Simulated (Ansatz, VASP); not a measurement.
**One calculation of Ta3AsAu2O13, two programs**

```
Ta As Au O
1.0
     5.24237    3.02668    4.14273
    -5.24237    3.02668    4.14273
     0.00000   -6.05337    4.14273
Ta As Au O
3 1 2 13
Direct
  0.23108 0.57229 0.23108
  0.23108 0.23108 0.57229
  0.57229 0.23108 0.23108
  0.55878 0.55878 0.55878
  0.96559 0.96559 0.96559
  0.75105 0.75105 0.75105
  0.40884 0.66762 0.40884
  0.40884 0.40884 0.66762
  0.66762 0.40884 0.40884
  0.49726 0.01313 0.36024
  0.36024 0.49726 0.01313
  0.01313 0.36024 0.49726
  0.36024 0.01313 0.49726
  0.01313 0.49726 0.36024
  0.49726 0.36024 0.01313
  0.10963 0.74806 0.10963
  0.10963 0.10963 0.74806
  0.74806 0.10963 0.10963
  0.30840 0.30840 0.30840
```

Alike in both runs: functional BLYP; k mesh 4 × 4 × 4; occupations fermi-dirac, width 0.05 eV; no spin polarisation.

|  | VASP | Ansatz |
| --- | --- | --- |
| version | VASP 6.6.1 | Ansatz 0.2.0 |
| potentials or method | VASP PAW PBE potentials, release 64 (Ta_pv, As, Au, O) | Ansatz PAW soft_1 |
| plane-wave cutoff (eV) | 520 | 420 |
| valence electrons in the cell | 138 | 170 |
| task | single point | band structure |

Ansatz gave:

```
gap on the k mesh at the Fermi level (eV)                     : 1.09
least direct gap on the mesh (eV)                             : 1.13
pressure (GPa)                                                : 2.7
traceless stress, the component that is largest in VASP (GPa) : -0.54
rms of the force components (eV/Å)                            : 0.146
```

Task: Estimate VASP's values.

Result: gap on the k mesh at the Fermi level (eV): 1.09; least direct gap on the mesh (eV): 1.14; pressure (GPa): 3.7; traceless stress, the component that is largest in VASP (GPa): -0.93; rms of the force components (eV/Å): 0.269.

VASP's potentials were made for PBE, not for BLYP. Atom by atom the forces differ by 0.132 eV/Å (rms over components). The functional is the same, so the differences come from potentials, cutoffs and numerics. VASP's potentials hold 138 valence electrons a cell and Ansatz's 170, so a difference there can come from the potentials and not from the codes.

Neither program's run includes spin-orbit coupling.
